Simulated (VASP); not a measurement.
**H: single point with PBE**

Crystal: H.

```
CELL_PARAMETERS angstrom
2.72311 0.00000 0.03752
0.00000 2.51909 0.00000
0.01388 0.00000 0.90668
ATOMIC_POSITIONS crystal
H 0.00000 0.00000 0.50000
```

This cell differs from its parent crystal: strained.

```yaml
Program: VASP 6.6.1
Task: single point
Functional: PBE
Potentials_or_basis: VASP PAW PBE potentials, release 64 (H)
Cutoff: 520 eV
k_mesh: 14 × 14 × 34
Occupations: gaussian, width 0.05 eV
Spin: no spin polarisation
Dipole_correction: no
Further_INCAR_settings: ALGO = Normal; EDIFF = 1e-06; NBANDS = 6
```

| Item | Value |
| --- | --- |
| Pressure | 12.2 GPa |
| Band gap on the k mesh | zero (an odd number of electrons rules out a gap without spin polarisation) |

Stress tensor (GPa, compression positive):
```
 1.46  0.00  0.46
 0.00  3.45  0.00
 0.46  0.00 31.57
```

Levels at points of the mesh, in eV from the Fermi level:
| k point | band 1 | band 2 | band 3 |
| --- | --- | --- | --- |
| (0.00, 0.00, 0.00) | -12.63 | 8.85 | 13.61 |
| (0.50, 0.00, 0.00) | -11.47 | 1.65 | 16.55 |
| (0.00, 0.50, 0.00) | -10.97 | 2.11 | 15.28 |
| (0.50, 0.50, 0.00) | -10.08 | 5.48 | 6.05 |
| (0.00, 0.00, 0.50) | 28.99 | 36.56 | 52.47 |
| (0.50, 0.00, 0.50) | 29.65 | 38.38 | 47.37 |
| (0.00, 0.50, 0.50) | 30.02 | 39.16 | 47.73 |
| (0.50, 0.50, 0.50) | 30.53 | 40.61 | 50.86 |

It took 34 s on 1 thread of Intel(R) Xeon(R) Platinum 8488C (Sapphire Rapids) (shared host), peak memory 0.16 GiB.

Caveat: the cell differs from its parent crystal (strained); the cell stands under pressure.
